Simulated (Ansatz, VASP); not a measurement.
## SrCl2 in VASP and in Ansatz

File POSCAR:

```
SrCl2
1.0
    0.0000000000      3.4977180853      3.4977180853
    3.4977180853      0.0000000000      3.4977180853
    3.4977180853      3.4977180853      0.0000000000
Sr Cl
1 2
Direct
    0.0000000000      0.0000000000      0.0000000000
    0.2500000000      0.2500000000      0.2500000000
    0.7500000000      0.7500000000      0.7500000000
```

Contents of INCAR.step1:

```
SYSTEM = SrCl2
  ALGO = Normal
  EDIFF = 1E-4
  ENCUT = 520
  GGA = PE
  ISMEAR = -1
  LASPH = .TRUE.
  LCHARG = .FALSE.
  LREAL = .FALSE.
  LWAVE = .TRUE.
  NBANDS = 19
  NELM = 100
  PREC = Accurate
  SIGMA = 0.001
```

Contents of INCAR.step2:

```
SYSTEM = SrCl2
  ALGO = Normal
  EDIFF = 1E-7
  ENCUT = 520
  ISIF = 2
  ISMEAR = -1
  ISTART = 1
  LASPH = .TRUE.
  LCHARG = .TRUE.
  LELF = .TRUE.
  LMIXTAU = .TRUE.
  LREAL = .FALSE.
  LVHAR = .TRUE.
  LWAVE = .FALSE.
  METAGGA = R2SCAN
  NBANDS = 19
  NELM = 100
  PREC = Accurate
  SIGMA = 0.001
```

KPOINTS

```
k-points
0
G
  4 4 4
  0 0 0
```

Input for Ansatz:

```yaml
crystal:
  lattice:
    - [0.0, 3.4977180853, 3.4977180853]
    - [3.4977180853, 0.0, 3.4977180853]
    - [3.4977180853, 3.4977180853, 0.0]
  atoms:
    - { symbol: Sr, position: [0.0, 0.0, 0.0] }
    - { symbol: Cl, position: [0.25, 0.25, 0.25] }
    - { symbol: Cl, position: [0.75, 0.75, 0.75] }
kpoints:
  mp_grid: { grid: [4, 4, 4] }
hamiltonian:
  xc: r2scan
scf:
  occupations: { method: fermi_dirac, width: 0.001 }
  n_extra_bands: 4
output:
  forces: true
  stress: true
  eigenvalues: true
```

Alike in both runs: task single point; functional r2SCAN; k mesh 4 × 4 × 4; occupations fermi-dirac, width 0.001 eV; no spin polarisation.

|  | VASP | Ansatz |
| --- | --- | --- |
| version | VASP 6.6.1 | Ansatz 0.2.0 |
| potentials or method | VASP PAW PBE potentials, release 64 (Sr_sv, Cl) | plane waves |
| plane-wave cutoff (eV) | 520 | 500 |
| valence electrons in the cell | 24 | 24 |

```tsv
	VASP	Ansatz	Ansatz less VASP
gap on the k mesh at the Fermi level (eV)	5.94	5.94	+0.001
pressure (GPa)	0.0	0.0	-0.04
```

VASP's potentials were made for PBE, not for r2SCAN. The functional is the same, so the differences come from potentials, cutoffs and numerics.
